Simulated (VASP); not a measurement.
# MoSe (Fm-3m) in VASP: a series of runs, part 2 of 2

VASP 6.6.1.

**3. Single point, PBE-based screened hybrid with 15 % exact exchange**

File POSCAR:

```
MoSe
1.0
    0.0000000000      2.8928795100      2.8928795100
    2.8928795100      0.0000000000      2.8928795100
    2.8928795100      2.8928795100      0.0000000000
Mo Se
1 1
Direct
    0.0000000000      0.0000000000      0.0000000000
    0.5000000000      0.5000000000      0.5000000000
```

File INCAR.step1:

```
ALGO = Normal ; EDIFF = 1E-5
ENCUT = 520 ; GGA = PE
ISIF = 2 ; ISMEAR = -1
LASPH = True ; LREAL = False
LWAVE = True ; NBANDS = 17
NELM = 80 ; PREC = Accurate
SIGMA = 0.05
```

File INCAR.step2:

```
AEXX = 0.15 ; ALGO = Normal
EDIFF = 1E-6 ; ENCUT = 520
GGA = PE ; HFSCREEN = 0.2
ISIF = 2 ; ISMEAR = -1
ISTART = 1 ; LASPH = True
LCHARG = True ; LELF = True
LHFCALC = True ; LREAL = False
LVHAR = True ; LWAVE = False
NBANDS = 17 ; NELM = 80
PREC = Accurate ; PRECFOCK = Normal
SIGMA = 0.05
```

File KPOINTS:

```
k-points
0
Gamma
  4 4 4
```

Potentials or basis: VASP PAW PBE potentials, release 64 (Mo_sv, Se).

Started as:

```sh
cat potpaw_PBE.64/Mo_sv/POTCAR potpaw_PBE.64/Se/POTCAR > POTCAR
cp INCAR.step1 INCAR
mpirun -np 1 vasp_std > vasp.out
cp INCAR.step2 INCAR
mpirun -np 1 vasp_std > vasp.out
```

OUTCAR:

```text
AEXX = 0.15
   EDIFF = 1E-6
   ENCUT = 520
   GGA = PE
   HFSCREEN = 0.2
   ISIF = 2
   ISMEAR = -1
   ISTART = 1
   LASPH = True
   LHFCALC = True
   LREAL = False
   NELM = 80
   PREC = Accurate
   PRECFOCK = Normal

 ion  position               nearest neighbor table
   1  0.000  0.000  0.000-   2 2.89   2 2.89   2 2.89   2 2.89   2 2.89   2 2.89
   2  0.500  0.500  0.500-   1 2.89   1 2.89   1 2.89   1 2.89   1 2.89   1 2.89

  LATTYP: Found a face centered cubic cell.
 ALAT       =     5.7857590200

  Lattice vectors:

 A1 = (   0.0000000000,   2.8928795100,   2.8928795100)
 A2 = (   2.8928795100,   0.0000000000,   2.8928795100)
 A3 = (   2.8928795100,   2.8928795100,   0.0000000000)

Analysis of symmetry for initial positions (statically):
=====================================================================
 Subroutine PRICEL returns:
 Original cell was already a primitive cell.

 Routine SETGRP: Setting up the symmetry group for a
 face centered cubic supercell.

 Subroutine GETGRP returns: Found 48 space group operations
 (whereof 48 operations were pure point group operations)
 out of a pool of 48 trial point group operations.

The static configuration has the point symmetry O_h .

Analysis of symmetry for dynamics (positions and initial velocities):
=====================================================================
 Subroutine PRICEL returns:
 Original cell was already a primitive cell.

 Routine SETGRP: Setting up the symmetry group for a
 face centered cubic supercell.

 Subroutine GETGRP returns: Found 48 space group operations
 (whereof 48 operations were pure point group operations)
 out of a pool of 48 trial point group operations.

The dynamic configuration has the point symmetry O_h .

 Subroutine INISYM returns: Found 48 space group operations
[... 101 lines left out ...]
  volume/ion in A,a.u.               =      24.21       163.38
  Fermi-wavevector in a.u.,A,eV,Ry     =   1.219208  2.303969 20.224628  1.486468
  Thomas-Fermi vector in A             =   2.354468
   LORBIT       =      0    0 simple, 1 ext, 2 COOP (PROOUT), +10 PAW based schemes
   GGA     = PE    functional components
   LHFCALC =     T    Hartree Fock is set to
   PRECFOCK=normal    Normal, Fast or Accurate (Low or Medium for compatibility)
   ENCUT4O =  -1.0   cutoff for four orbital integrals eV
   NKREDX  =     1    reduce k-point grid by
   NKREDY  =     1    reduce k-point grid by
   NKREDZ  =     1    reduce k-point grid by
   AEXX    =    0.1500 exact exchange contribution
   HFSCREEN=    0.2000 screening length (either q_TF or 0.3 A-1)
   HFSCREENC=   0.2000 screening length for correlation (either q_TF or 0.3 A-1)
   ENCUTFOCK=  -1.0 apply spherical cutoff to Coloumb kernel
   IVDW    =     0    specifies the selected vdW correction
   LEPSILON=     F    determine dielectric tensor
   LRPA    =     F    only Hartree local field effects (RPA)
 non-spin polarized calculation
  energy-cutoff  :      520.00
  volume of cell :       48.42
 maximum number of plane-waves:      1323
  NGX = 24; NGY = 24; NGZ = 24

 number of electron      20.0000001 magnetization

 Free energy of the ion-electron system (eV)
  ---------------------------------------------------
  ext. energy  EPLUGINS =         0.00000000
  ---------------------------------------------------
  free energy    TOTEN  =       -13.58988397 eV

  energy without entropy =      -13.54222719  energy(sigma->0) =      -13.56605558

 E-fermi :   5.9028     XC(G=0):  -9.1974

 val. band max:        5.7882126197   @ k =  -0.2500   0.2500   0.0000
 cond. band min:       5.9068030877   @ k =   0.5000   0.2500   0.0000
 fundamental gap:      0.1185904680
 Fermi energy:         5.9027778577

 k-point     1 :       0.0000    0.0000    0.0000
  band No.  band energies     occupation
      1     -57.9668      2.00000
      2     -31.1752      2.00000
      3     -31.1751      2.00000
      4     -31.1751      2.00000
      5      -9.3226      2.00000
      6       3.5850      2.00000
[... 137 lines left out ...]
      4     -31.1919      2.00000
      5      -8.4929      2.00000
      6       1.0518      2.00000
[... 9 lines left out ...]
     16      13.4043      0.00000
     17      13.4043      0.00000

------------------------ aborting loop because EDIFF is reached ----------------------------------------

  FORCE on cell =-STRESS in cart. coord.  units (eV):
  Direction    XX          YY          ZZ          XY          YZ          ZX
  --------------------------------------------------------------------------------------
  -------------------------------------------------------------------------------------
  Total       -6.9119712     -6.9119712     -6.9119712      0.0000000      0.0000000     -0.0000000
  in kB     -228.7133266   -228.7133266   -228.7133266      0.0000000      0.0000000     -0.0000000
  external PRESSURE =    -228.7133266 kB  Pullay stress =       0.0000000 kB

 VOLUME and BASIS-vectors are now :
 -----------------------------------------------------------------------------
  energy-cutoff  :      520.00
  volume of cell :       48.42
      direct lattice vectors                 reciprocal lattice vectors
     0.000000000  2.892879510  2.892879510    -0.172838170  0.172838170  0.172838170
     2.892879510  0.000000000  2.892879510     0.172838170 -0.172838170  0.172838170
     2.892879510  2.892879510  0.000000000     0.172838170  0.172838170 -0.172838170

 POSITION                                       TOTAL-FORCE (eV/Angst)
 -----------------------------------------------------------------------------------
      0.00000      0.00000      0.00000        -0.000000     -0.000000     -0.000000
      2.89288      2.89288      2.89288         0.000000      0.000000      0.000000
 -----------------------------------------------------------------------------------
    total drift:                                0.000000      0.000000      0.000000

  FREE ENERGIE OF THE ION-ELECTRON SYSTEM (eV)
  ---------------------------------------------------
  free  energy   TOTEN  =       -13.5898839686 eV

  energy  without entropy=      -13.5422271935  energy(sigma->0) =      -13.56605558
```

OSZICAR.step1:

```text
N       E                     dE             d eps       ncg     rms          rms(c)
DAV:   1     0.127323237816E+03    0.12732E+03   -0.10402E+04   280   0.110E+03
DAV:   2    -0.927601139562E+01   -0.13660E+03   -0.13412E+03   354   0.279E+02
DAV:   3    -0.128548128808E+02   -0.35788E+01   -0.35556E+01   293   0.426E+01
DAV:   4    -0.128758958785E+02   -0.21083E-01   -0.21076E-01   337   0.367E+00
DAV:   5    -0.128760279031E+02   -0.13202E-03   -0.13203E-03   288   0.294E-01    0.680E+00
DAV:   6    -0.123482774231E+02    0.52775E+00   -0.41672E+00   274   0.118E+01    0.313E+00
DAV:   7    -0.122403215843E+02    0.10796E+00   -0.31970E-01   281   0.423E+00    0.164E+00
DAV:   8    -0.122403468941E+02   -0.25310E-04   -0.26362E-02   280   0.105E+00    0.407E-01
DAV:   9    -0.122405835822E+02   -0.23669E-03   -0.12742E-03   293   0.231E-01    0.161E-01
DAV:  10    -0.122406450977E+02   -0.61516E-04   -0.32955E-04   275   0.135E-01    0.336E-02
DAV:  11    -0.122406459829E+02   -0.88517E-06   -0.13578E-05   226   0.334E-02
   1 F= -.12240646E+02 E0= -.12214067E+02  d E =-.531578E-01
```

Wall time 5.1 min (1 thread of Intel Xeon 6975P-C (Granite Rapids), shared host); peak memory 0.27 GiB.

What came out:

| Quantity | Value |
| --- | --- |
| Free energy | -13.5899 eV |
| Pressure | -22.9 GPa |
| Band gap on the k mesh | zero (bands 10 and 11 overlap by 1.39 eV) |

Levels at points of the mesh, in eV from the Fermi level:
```csv
k point,band 8,band 9,band 10,band 11,band 12,band 13
"(0.00, 0.00, 0.00)",-2.32,-1.39,-1.39,-1.39,-0.85,-0.85
"(0.50, 0.00, 0.00)",-4.51,-0.20,-0.20,0.26,2.72,3.25
"(0.50, 0.50, 0.00)",-3.49,-2.42,-0.28,0.26,0.26,0.91
```

Caveat: the k points lie up to 0.47 Å⁻¹ apart, too coarse for converged energies and pressures of a metal; the PAW data sets were made with another functional, which shifts forces and pressure a little.

The gap in the log of VASP goes by the Fermi energy; the results here count the filled bands.